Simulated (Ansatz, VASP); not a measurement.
GaN: VASP beside Ansatz

```
CELL_PARAMETERS angstrom
3.21843 0.00000 0.00000
-1.60921 2.78724 0.00000
0.00000 0.00000 5.24303
ATOMIC_POSITIONS crystal
Ga 0.33333 0.66667 0.99913
Ga 0.66667 0.33333 0.49913
N 0.29945 0.64972 0.38213
N 0.66667 0.33333 0.87587
```

Alike in both runs: task single point; functional PBE; k mesh 12 × 12 × 6; occupations gaussian, width 0.05 eV; no spin polarisation.

|  | VASP | Ansatz |
| --- | --- | --- |
| version | VASP 6.6.1 | Ansatz 0.2.0 |
| potentials or method | VASP PAW PBE potentials, release 64 (Ga_d, N), cutoff 520 eV | scalar-relativistic, plane waves, PAW |
| valence electrons in the cell | 36 | 36 |

VASP gave:

- gap on the k mesh at the Fermi level (eV): 1.68
- least direct gap on the mesh (eV): 1.68
- pressure (GPa): 0.7
- traceless stress, the component that is largest in VASP (GPa): 2.79
- rms of the force components (eV/Å): 0.604

What did Ansatz give for the same quantities?

gap on the k mesh at the Fermi level (eV): 1.68; least direct gap on the mesh (eV): 1.68; pressure (GPa): 0.6; traceless stress, the component that is largest in VASP (GPa): 2.84; rms of the force components (eV/Å): 0.613.

Atom by atom the forces differ by 0.009 eV/Å (rms over components). With one functional, cell and mesh, what is left measures potentials, basis and numerics.
